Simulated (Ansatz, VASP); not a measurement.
**One calculation of Fe, two programs**

```
CELL_PARAMETERS angstrom
-1.24384 1.24384 3.66529
1.24384 -1.24384 3.66529
1.24384 1.24384 -3.66529
ATOMIC_POSITIONS crystal
Fe 0.85139 0.85139 0.00000
Fe 0.14861 0.14861 0.00000
```

Alike in both runs: functional PBE; k mesh 10 × 10 × 10; occupations gaussian, width 0.1 eV; no spin polarisation.

Ansatz relaxed the structure, and its values are those at the end. VASP's run is a single point on that final structure, the one shown.

|  | VASP | Ansatz |
| --- | --- | --- |
| version | VASP 6.6.1 | Ansatz 0.2.0 |
| potentials or method | VASP PAW PBE potentials, release 64 (Fe_sv), cutoff 690 eV | scalar-relativistic, plane waves, PAW |
| valence electrons in the cell | 32 | 32 |

Ansatz gave:

| Property | Result |
| --- | --- |
| gap on the k mesh at the Fermi level (eV) | none |
| pressure (GPa) | 0.1 |
| rms of the force components (eV/Å) | 0.001 |

**Question.** Which values does VASP return?

**Answer.** gap on the k mesh at the Fermi level (eV): none; pressure (GPa): -1.4; rms of the force components (eV/Å): 0.006.

A gap of «none» marks a metal or a gap that the smearing closes.
